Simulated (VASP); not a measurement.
# Mo3H (R-3m) in VASP: relaxation of cell and atoms with PBE

Aim: the relaxation of cell and atoms of Mo3H with PBE.

All numbers are computed with VASP 6.6.1; they aren't measurements. Logs are shortened: lines on timing, memory, paths and dates and some standing lists are left out, and cuts for length are marked.

## (1) The cell of the first run

It takes space group R-3m (No. 166, trigonal). The conventional cell has a = 4.189 Å, b = 4.189 Å, c = 14.480 Å, α = 90.00°, β = 90.00°, γ = 120.00°. Within 3.6 Å of H (site symmetry -3m) lie 6 Mo at 2.70 Å. Within 2.8 Å of Mo (site symmetry 2/m) lie 4 Mo at 2.09 Å and 2 H at 2.70 Å.

The cell was built from a structure type or drawn by symmetry, and may not be a known phase.

## (2) Relaxation of cell and atoms, PBE

File INCAR:

```
SYSTEM = Mo3H
ALGO = Normal
EDIFF = 1E-6
EDIFFG = -0.08
ENCUT = 600
GGA = PE
IBRION = 2
ISIF = 3
ISMEAR = 0
LASPH = .True.
LCHARG = .False.
LREAL = .False.
LWAVE = .False.
NELM = 100
NSW = 36
PREC = Accurate
SIGMA = 0.2
```

File KPOINTS:

```
k-points
0
Gamma
  6 6 6
  0 0 0
```

File POSCAR:

```
Mo3H
1.0
    2.0946460500      1.2093444600      4.8265002800
   -2.0946460500      1.2093444600      4.8265002800
    0.0000000000     -2.4186889200      4.8265002800
H Mo
1 3
Direct
    0.5000000000      0.5000000000      0.5000000000
    0.5000000000      0.5000000000      0.0000000000
    0.0000000000      0.5000000000      0.5000000000
    0.5000000000      0.0000000000      0.5000000000
```

Potentials or basis: VASP PAW PBE potentials, release 64 (H, Mo_sv).

Command:

```console
$ cat potpaw_PBE.64/H/POTCAR potpaw_PBE.64/Mo_sv/POTCAR > POTCAR
$ mpirun -np 1 vasp_std > vasp.out
```

OUTCAR:

```text
SYSTEM = Mo3H
   EDIFF = 1E-6
   EDIFFG = -0.08
   ENCUT = 600
   GGA = PE
   IBRION = 2
   ISIF = 3
   ISMEAR = 0
   LASPH = .True.
   LREAL = .False.
   NELM = 100
   NSW = 36
   PREC = Accurate

 ion  position               nearest neighbor table
   1  0.500  0.500  0.500-
   2  0.500  0.500  0.000-   3 2.09   4 2.09   4 2.09   3 2.09
   3  0.000  0.500  0.500-   2 2.09   2 2.09   4 2.09   4 2.09
   4  0.500  0.000  0.500-   2 2.09   2 2.09   3 2.09   3 2.09

  LATTYP: Found a trigonal (rhomboedric) cell.
 ALAT       =     5.3986258484
 COS(alpha) =     0.6989179739

  Lattice vectors:

 A1 = (   2.0946460500,   1.2093444600,   4.8265002800)
 A2 = (  -2.0946460500,   1.2093444600,   4.8265002800)
 A3 = (   0.0000000000,  -2.4186889200,   4.8265002800)

Analysis of symmetry for initial positions (statically):
=====================================================================
 Subroutine PRICEL returns:
 Original cell was already a primitive cell.

 Routine SETGRP: Setting up the symmetry group for a
 trigonal (rhombohedral) supercell.

 Subroutine GETGRP returns: Found 12 space group operations
 (whereof 12 operations were pure point group operations)
 out of a pool of 12 trial point group operations.

The static configuration has the point symmetry D_3d.

Analysis of symmetry for dynamics (positions and initial velocities):
=====================================================================
 Subroutine PRICEL returns:
 Original cell was already a primitive cell.

 Routine SETGRP: Setting up the symmetry group for a
 trigonal (rhombohedral) supercell.

 Subroutine GETGRP returns: Found 12 space group operations
 (whereof 12 operations were pure point group operations)
 out of a pool of 12 trial point group operations.

The dynamic configuration has the point symmetry D_3d.

 Subroutine INISYM returns: Found 12 space group operations
 (whereof 12 operations are pure point group operations),
 and found     1 'primitive' translations

----------------------------------------------------------------------------------------

                                     Primitive cell

  volume of cell :      73.3575

  direct lattice vectors                    reciprocal lattice vectors
     2.094646050  1.209344460  4.826500280     0.238703813  0.137815711  0.069063154
    -2.094646050  1.209344460  4.826500280    -0.238703813  0.137815711  0.069063154
     0.000000000 -2.418688920  4.826500280     0.000000000 -0.275631422  0.069063154

  length of vectors
     5.398625848  5.398625848  5.398625848     0.284152072  0.284152072  0.284152072

  position of ions in fractional coordinates (direct lattice)
     0.500000000  0.500000000  0.500000000
     0.500000000  0.500000000  1.000000000
     1.000000000  0.500000000  0.500000000
     0.500000000  1.000000000  0.500000000

  ion indices of the primitive-cell ions
   primitive index   ion index
                 1           1
                 2           2
                 3           3
                 4           4

----------------------------------------------------------------------------------------

 KPOINTS: k-points

Automatic generation of k-mesh.
 Grid dimensions read from file:
 generate k-points for:    6    6    6

 Generating k-lattice:

  Cartesian coordinates                     Fractional coordinates (reciprocal lattice)
     0.039783969  0.022969285  0.011510526     0.166666667  0.000000000 -0.000000000
    -0.039783969  0.022969285  0.011510526     0.000000000  0.166666667 -0.000000000
     0.000000000 -0.045938570  0.011510526    -0.000000000 -0.000000000  0.166666667

  Length of vectors
     0.047358679  0.047358679  0.047358679

  Shift w.r.t. Gamma in fractional coordinates (k-lattice)
     0.000000000  0.000000000  0.000000000

 Subroutine IBZKPT returns following result:
 ===========================================

 Found     32 irreducible k-points:

 Following reciprocal coordinates:
            Coordinates               Weight
  0.000000  0.000000  0.000000      1.000000
  0.166667  0.000000 -0.000000      6.000000
  0.333333  0.000000 -0.000000      6.000000
  0.500000 -0.000000 -0.000000      3.000000
  0.166667  0.166667 -0.000000      6.000000
  0.333333  0.166667 -0.000000     12.000000
[... 16 lines left out ...]
  0.500000  0.500000  0.166667      6.000000
 -0.333333  0.500000  0.166667     12.000000
 [... further k-points ...]
   k-points           NKPTS =     32   k-points in BZ     NKDIM =     32   number of bands    NBANDS=     25
   number of dos      NEDOS =    301   number of ions     NIONS =      4
   total plane-waves  NPLWV = 110592
   dimension x,y,z NGX =    48 NGY =   48 NGZ =   48
   dimension x,y,z NGXF=    96 NGYF=   96 NGZF=   96
   ions per type =               1   3
   NGX,Y,Z   is equivalent  to a cutoff of  14.78, 14.78, 14.78 a.u.
   NGXF,Y,Z  is equivalent  to a cutoff of  29.56, 29.56, 29.56 a.u.
 SYSTEM =  Mo3H
   PREC   = accura    normal or accurate (medium, high low for compatibility)
   ISTART =      0    job   : 0-new  1-cont  2-samecut
   ICHARG =      2    charge: 1-file 2-atom 10-const
   ISPIN  =      1    spin polarized calculation?
   LNONCOLLINEAR =      F non collinear calculations
   LSORBIT =      F    spin-orbit coupling
   LASPH  =      T    aspherical Exc in radial PAW
   ENCUT  =  600.0 eV  44.10 Ry    6.64 a.u.  10.78 10.78 10.78*2*pi/ulx,y,z
   NELM   =    100;   NELMIN=  2; NELMDL= -5     # of ELM steps
   EDIFF  = 0.1E-05   stopping-criterion for ELM
   LREAL  =      F    real-space projection
   EDIFFG = -.8E-01   stopping-criterion for IOM
   NSW    =     36    number of steps for IOM
   IBRION =      2    ionic relax: 0-MD 1-quasi-New 2-CG
   NFREE  =      1    steps in history (QN), initial steepest desc. (CG)
   ISIF   =      3    stress and relaxation
   ISYM   =      2    0-nonsym 1-usesym 2-fastsym
   POTIM  = 0.5000    time-step for ionic-motion
   TEBEG  =    0.0;   TEEND  =   0.0 temperature during run
   PSTRESS=    0.0 pullay stress
   NELECT =      43.0000    total number of electrons
   NUPDOWN=      -1.0000    fix difference up-down
   EMIN   =  10.00;   EMAX   =-10.00  energy-range for DOS
   EFERMI =   0.00;   METHOD = LEGACY
   ISMEAR =     0;   SIGMA  =   0.20  broadening in eV -4-tet -1-fermi 0-gaus
   EFERMI_NEDOS =   21; number of points for ismear=-14 and -15
   IALGO  =     38    algorithm
   IMIX   =      4    mixing-type and parameters
     AMIX     =   0.40;   BMIX     =  1.00
     AMIX_MAG =   1.60;   BMIX_MAG =  1.00
  volume/ion in A,a.u.               =      18.34       123.76
  Fermi-wavevector in a.u.,A,eV,Ry     =   1.370091  2.589097 25.540185  1.877151
  Thomas-Fermi vector in A             =   2.495909
   LORBIT       =      0    0 simple, 1 ext, 2 COOP (PROOUT), +10 PAW based schemes
   GGA     = PE    functional components
   LHFCALC =     F    Hartree Fock is set to
   AEXX    =    0.0000 exact exchange contribution
   IVDW    =     0    specifies the selected vdW correction
   LEPSILON=     F    determine dielectric tensor
   LRPA    =     F    only Hartree local field effects (RPA)
 conjugate gradient relaxation of ions
 non-spin polarized calculation
 Gauss-broadening in eV      SIGMA  =   0.20
  energy-cutoff  :      600.00
  volume of cell :       73.36
 maximum number of plane-waves:      2476
 NGX is ok and might be reduce to    48
   NGX = 21   NGY = 21   NGZ = 21

--------------------------------------- Ionic step        1  -------------------------------------------

 number of electron      43.0000000 magnetization

 Free energy of the ion-electron system (eV)
  ---------------------------------------------------
  ext. energy  EPLUGINS =         0.00000000
  ---------------------------------------------------
  free energy    TOTEN  =       -20.22631439 eV

  energy without entropy =      -20.18345819  energy(sigma->0) =      -20.20488629

------------------------ aborting loop because EDIFF is reached ----------------------------------------

  FORCE on cell =-STRESS in cart. coord.  units (eV):
  Direction    XX          YY          ZZ          XY          YZ          ZX
  --------------------------------------------------------------------------------------
  -------------------------------------------------------------------------------------
  Total       49.8865642     49.8865641     -4.7578343      0.0000000      0.0000000      0.0000000
  in kB     1089.5569216   1089.5569201   -103.9143774      0.0000000      0.0000000      0.0000000
  external PRESSURE =     691.7331548 kB  Pullay stress =       0.0000000 kB
[... 25 lines left out ...]
--------------------------------------- Ionic step        2  -------------------------------------------

 number of electron      43.0000003 magnetization

------------------------ aborting loop EDIFF was not reached (unconverged)  ----------------------------

  FORCE on cell =-STRESS in cart. coord.  units (eV):
  Direction    XX          YY          ZZ          XY          YZ          ZX
  --------------------------------------------------------------------------------------
  -------------------------------------------------------------------------------------
  Total      -22.0957477    -22.0957477     -9.7513457      0.0000000      0.0000000      0.0000000
  in kB     -199.5704294   -199.5704289    -88.0748767      0.0000000      0.0000000      0.0000000
  external PRESSURE =    -162.4052450 kB  Pullay stress =       0.0000000 kB
[... 2101 lines left out ...]
     24      11.0195      0.00065
     25      11.9139      0.00000

 [... further k-points ...]

[... ionic steps 4 to 24 ...]

--------------------------------------- Ionic step       25  -------------------------------------------

 number of electron      42.9999999 magnetization

------------------------ aborting loop because EDIFF is reached ----------------------------------------
[... 71 lines left out ...]
--------------------------------------- Ionic step       27  -------------------------------------------

 number of electron      42.9999999 magnetization

 Free energy of the ion-electron system (eV)
  ---------------------------------------------------
  ext. energy  EPLUGINS =         0.00000000
  ---------------------------------------------------
  free energy    TOTEN  =       -32.66309312 eV

  energy without entropy =      -32.60646871  energy(sigma->0) =      -32.63478091

 E-fermi :   9.3252     XC(G=0): -12.0833

 val. band max:        9.2670230487   @ k =   0.5000   0.3333   0.3333
 cond. band min:       9.3252802074   @ k =   0.3333   0.0000  -0.0000
 fundamental gap:      0.0582571588
 Fermi energy:         9.3252086658
[... 703 lines left out ...]
  FREE ENERGIE OF THE ION-ELECTRON SYSTEM (eV)
  ---------------------------------------------------
  free  energy   TOTEN  =       -32.6630931244 eV

  energy  without entropy=      -32.6064687051  energy(sigma->0) =      -32.63478091

 reached required accuracy - stopping structural energy minimisation
```

It took 35 min on 1 thread of Intel Xeon Platinum 8488C (Sapphire Rapids), shared host; peak memory 0.4 GiB.

Results:

```yaml
Free_energy: -32.6631 eV
Relaxed_volume: 14.69 Å³/atom
Relaxed_cell: a = 3.888 Å, b = 3.888 Å, c = 3.888 Å, α = 89.39°, β = 89.39°, γ = 89.39°
Space_group_after_relaxing_to_0.1_Å: Pm-3m (No. 221)
Pressure_after_relaxing: -0.1 GPa
Band_gap_on_the_k_mesh: zero (an odd number of electrons rules out a gap without spin polarisation)
```

Final structure:
```
CELL_PARAMETERS angstrom
2.73477 1.57892 2.26873
-2.73477 1.57892 2.26873
0.00000 -3.15784 2.26873
ATOMIC_POSITIONS crystal
H 0.50000 0.50000 0.50000
Mo 0.50000 0.50000 0.00000
Mo 0.00000 0.50000 0.50000
Mo 0.50000 0.00000 0.50000
```

Levels at points of the mesh, in eV from the Fermi level:
```csv
k point,band 20,band 21,band 22,band 23,band 24,band 25
"(0.00, 0.00, 0.00)",1.12,1.32,1.32,2.63,2.63,4.27
"(0.50, 0.00, 0.00)",-1.01,-1.01,-0.54,0.33,0.52,1.33
"(0.50, 0.50, 0.00)",-1.39,-0.77,-0.76,0.08,0.28,0.64
"(0.50, 0.50, 0.50)",-0.98,0.46,0.68,0.68,2.17,2.57
```

Caveat: the volume moved by over 15 % at a fixed basis, so the end points are rough.
